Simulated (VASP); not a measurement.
Si8W3 (a cell with a defect) (vacancy hop of W), 11 atoms in the cell. The cell holds a defect, 11 atoms: a = 4.567 Å, b = 4.567 Å, c = 7.868 Å, α = 90.00°, β = 90.00°, γ = 90.00°. 

| Property | Result |
| --- | --- |
| Program | VASP 6.6.1 |
| Task | single point |
| Functional | PBE |
| Potentials or basis | VASP PAW PBE potentials, release 64 (Si, W_sv) |
| Cutoff | 520 eV |
| k mesh | 7 × 7 × 5 |
| Occupations | methfessel-paxton, width 0.1 eV |
| Spin | no spin polarisation |
| Dipole correction | no |
| Further INCAR settings | ALGO = Normal; EDIFF = 1e-06; NBANDS = 48 |

Potentials or basis: VASP PAW PBE potentials, release 64 (Si, W_sv).

Run with:

```bash
$ cat potpaw_PBE.64/Si/POTCAR potpaw_PBE.64/W_sv/POTCAR > POTCAR
$ mpirun -np 1 vasp_std > vasp.out
```

Hardware: 1 thread of AMD EPYC 7R13 (shared host).

Problem. Estimate the wall time of this run.

Solution. It took 15 min on 1 thread of AMD EPYC 7R13 (shared host), peak memory 0.75 GiB. Counts: scf iterations 15, k points 123.
